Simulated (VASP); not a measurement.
A run of VASP 6.6.1 is set up as follows.

File INCAR:

```
SYSTEM = HRh6
PREC = Accurate ; ENCUT = 520
EDIFF = 1E-7 ; ISMEAR = 0
SIGMA = 0.1 ; LREAL = .FALSE.
LASPH = .TRUE. ; NELM = 60
ALGO = Fast ; ISIF = 2
LWAVE = .FALSE. ; LCHARG = .TRUE.
LDIPOL = .TRUE. ; IDIPOL = 3
DIPOL = 0.5 0.5 0.301 ; GGA = PE
LELF = .TRUE. ; LVHAR = .TRUE.
LVACPOTAV = .TRUE. ; NBANDS = 104
```

Contents of KPOINTS:

```
Automatic mesh
0
G
  6 6 1
  0 0 0
```

The input POSCAR:

```
HRh6
1.0
    5.4165863251      0.0000000000      0.0000000000
   -2.7082931626      4.6909013593      0.0000000000
    0.0000000000      0.0000000000     22.2966119230
Rh H
12 2
Direct
    0.3333333333      0.1666666667      0.1793994538
    0.3333333333      0.6666666667      0.1793994538
    0.8333333333      0.1666666667      0.1793994538
    0.8333333333      0.6666666667      0.1793994538
    0.1666666667      0.3333333333      0.2757769167
    0.1666666667      0.8333333333      0.2757769167
    0.6666666667      0.3333333333      0.2757769167
    0.6666666667      0.8333333333      0.2757769167
    0.0000000000      0.0000000000      0.3721019118
    0.0000000000      0.5000000000      0.3721019118
    0.5000000000      0.0000000000      0.3721019118
    0.5000000000      0.5000000000      0.3721019118
    0.1703244811      0.3406489622      0.4496921755
    0.3296755189      0.6593510378      0.4496921755
```

Potentials or basis: VASP PAW PBE potentials, release 64 (Rh_pv, H).

Command:

```console
$ cat potpaw_PBE.64/Rh_pv/POTCAR potpaw_PBE.64/H/POTCAR > POTCAR
$ mpirun -np 1 vasp_std > vasp.out
```

**Question.** Estimate the largest force.

**Answer.** 1.598 eV/Å.

**Question.** Estimate the band gap on the k mesh.

**Answer.** Zero (bands 91 and 92 overlap by 0.82 eV).

Forces on the atoms (eV/Å):
```
Rh  -0.006  0.034 -0.078
Rh   0.000 -0.060 -0.112
Rh   0.006  0.034 -0.078
Rh   0.000  0.034 -0.077
Rh   0.000 -0.112 -0.159
Rh  -0.098  0.007  0.019
Rh   0.000  0.081  0.548
Rh   0.098  0.007  0.019
Rh   0.000  0.242  0.465
Rh   0.317 -0.015  0.969
Rh   0.000 -0.181  0.390
Rh  -0.317 -0.015  0.969
H    0.000  0.599 -1.419
H    0.000 -0.654 -1.458
```
